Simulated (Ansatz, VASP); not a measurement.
# Two plane-wave programs on Hf3O

```
Hf O
1.0
     4.21705    0.00000    0.00000
     0.00000    4.21705    0.00000
     0.00000    0.00000    4.21705
Hf O
3 1
Direct
  0.00000 0.50000 0.50000
  0.50000 0.00000 0.50000
  0.50000 0.50000 0.00000
  0.00000 0.00000 0.00000
```

Alike in both runs: functional PBE; k mesh 12 × 12 × 12; occupations gaussian, width 0.1 eV; no spin polarisation.

Ansatz relaxed the structure, and its values are those at the end. VASP's run is a single point on that final structure, the one shown.

|  | VASP | Ansatz |
| --- | --- | --- |
| version | VASP 6.6.1 | Ansatz 0.2.0 |
| potentials or method | VASP PAW PBE potentials, release 64 (Hf_pv, O), cutoff 520 eV | scalar-relativistic, plane waves, PAW |
| valence electrons in the cell | 36 | 84 |

```csv
,VASP,Ansatz,Ansatz less VASP
gap on the k mesh at the Fermi level (eV),none,none,-
pressure (GPa),-0.5,0.0,+0.53
```

A gap of «none» marks a metal or a gap that the smearing closes. VASP's potentials hold 36 valence electrons a cell and Ansatz's 84, so a difference there can come from the potentials and not from the codes.

Neither program's run includes spin-orbit coupling.
